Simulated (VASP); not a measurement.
Wanted: the native input for a VASP 6.6.1 run.

```yaml
Task: single point
Functional: PBEsol
Potentials_or_basis: VASP PAW PBE potentials, release 64 (Zn, Se)
Cutoff: 520 eV
k_mesh: 6 × 6 × 6
Occupations: gaussian, width 0.02 eV
Spin: no spin polarisation
Dipole_correction: no
Further_INCAR_settings: ALGO = Normal; EDIFF = 1e-06; NBANDS = 60
```

The structure of ZnSe2 lies in POSCAR:

```
ZnSe2
1.0
    6.1456303717      0.0000000000      0.0000000000
    0.0000000000      6.1456303717      0.0000000000
    0.0000000000      0.0000000000      6.3498260762
Zn Se
4 8
Direct
    0.5000000000      0.5000000000      0.0000000000
    0.5000000000      0.0000000000      0.5000000000
    0.0000000000      0.5000000000      0.5000000000
    0.0000000000      0.0000000000      0.0000000000
    0.1101732474      0.8892025946      0.3901952292
    0.8898267526      0.3892025946      0.1098047708
    0.3898267526      0.1107974054      0.8901952292
    0.6101732474      0.6107974054      0.6098047708
    0.8898267526      0.1107974054      0.6098047708
    0.1101732474      0.6107974054      0.8901952292
    0.6101732474      0.8892025946      0.1098047708
    0.3898267526      0.3892025946      0.3901952292
```

One way to write it, as run:

INCAR

```
ALGO = Normal ; EDIFF = 1E-6
ENCUT = 520 ; GGA = PS
ISIF = 2 ; ISMEAR = 0
LASPH = T ; LCHARG = T
LELF = T ; LREAL = F
LVHAR = T ; LWAVE = F
NBANDS = 60 ; NELM = 100
PREC = Accurate ; SIGMA = 0.02
```

KPOINTS

```
k-points
0
Gamma
  6 6 6
```

Potentials or basis: VASP PAW PBE potentials, release 64 (Zn, Se).

Run with:

```console
$ cat potpaw_PBE.64/Zn/POTCAR potpaw_PBE.64/Se/POTCAR > POTCAR
$ mpirun -np 1 vasp_std > vasp.out
```

It gave:

```
Pressure               : 1.3 GPa
Largest force          : 0.029 eV/Å
Band gap on the k mesh : 0.59 eV (least direct gap 0.68 eV)
```

Caveat: the PAW data sets were made with another functional, which shifts forces and pressure a little.

It took 26 min on 1 thread of Oxide Virtual Turin-like Processor, with other jobs on the host, peak memory 0.73 GiB.
